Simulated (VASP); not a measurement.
Cs2YLuBr6, 10 atoms in the cell. It takes space group Fm-3m (No. 225, cubic). Conventional cell: a = 11.507 Å, b = 11.507 Å, c = 11.507 Å, α = 90.00°, β = 90.00°, γ = 90.00°. Within 3.9 Å of Lu (site symmetry m-3m) lie 6 Br at 2.94 Å. Within 3.7 Å of Br (site symmetry 4mm) lie 1 Y at 2.81 Å and 1 Lu at 2.94 Å. Within 3.7 Å of Y (site symmetry m-3m) lie 6 Br at 2.81 Å. Within 5.3 Å of Cs (site symmetry -43m) lie 12 Br at 4.07 Å and 4 Lu at 4.98 Å and 4 Y at 4.98 Å. 

| Property | Result |
| --- | --- |
| Program | VASP 6.6.1 |
| Task | single point |
| Functional | r2SCAN |
| Potentials or basis | VASP PAW PBE potentials, release 64 (Lu, Br, Y_sv, Cs_sv) |
| Cutoff | 520 eV |
| k mesh | 5 × 5 × 5 |
| Occupations | fermi-dirac, width 0.0755 eV |
| Spin | no spin polarisation |
| Dipole correction | no |
| Further INCAR settings | ALGO = Normal; EDIFF = 1e-06; NBANDS = 59 |

Potentials or basis: VASP PAW PBE potentials, release 64 (Lu, Br, Y_sv, Cs_sv).

Launch:

```console
$ cat potpaw_PBE.64/Lu/POTCAR potpaw_PBE.64/Br/POTCAR potpaw_PBE.64/Y_sv/POTCAR potpaw_PBE.64/Cs_sv/POTCAR > POTCAR
$ cp INCAR.step1 INCAR
$ mpirun -np 1 vasp_std > vasp.out
$ cp INCAR.step2 INCAR
$ mpirun -np 1 vasp_std > vasp.out
```

Hardware: 1 thread of Intel(R) Xeon(R) 6975P-C (Granite Rapids) (shared host).

Question: Estimate the wall time of this run.

Answer: It took 12 min on 1 thread of Intel(R) Xeon(R) 6975P-C (Granite Rapids), on a shared host, peak memory 0.78 GiB. Counts: k points 10.
